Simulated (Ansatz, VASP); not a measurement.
# Two plane-wave programs on Tl

```xyz
1
Lattice="-1.9008 1.9008 1.9008 1.9008 -1.9008 1.9008 1.9008 1.9008 -1.9008" Properties=species:S:1:pos:R:3 pbc="T T T"
Tl    0.0000    0.0000    0.0000
```

Alike in both runs: task single point; functional PBEsol; k mesh 16 × 16 × 16; occupations gaussian, width 0.1 eV; no spin polarisation.

|  | VASP | Ansatz |
| --- | --- | --- |
| version | VASP 6.6.1 | Ansatz 0.2.0 |
| potentials or method | VASP PAW PBE potentials, release 64 (Tl_d), cutoff 520 eV | scalar-relativistic, plane waves, PAW |
| valence electrons in the cell | 13 | 13 |

|  | VASP | Ansatz | Ansatz less VASP |
| --- | --- | --- | --- |
| gap on the k mesh at the Fermi level (eV) | none | none | - |
| pressure (GPa) | 1.5 | 1.6 | +0.06 |

VASP's potentials were made for PBE, not for PBEsol. A gap of «none» marks a metal or a gap that the smearing closes.

Neither program's run includes spin-orbit coupling.
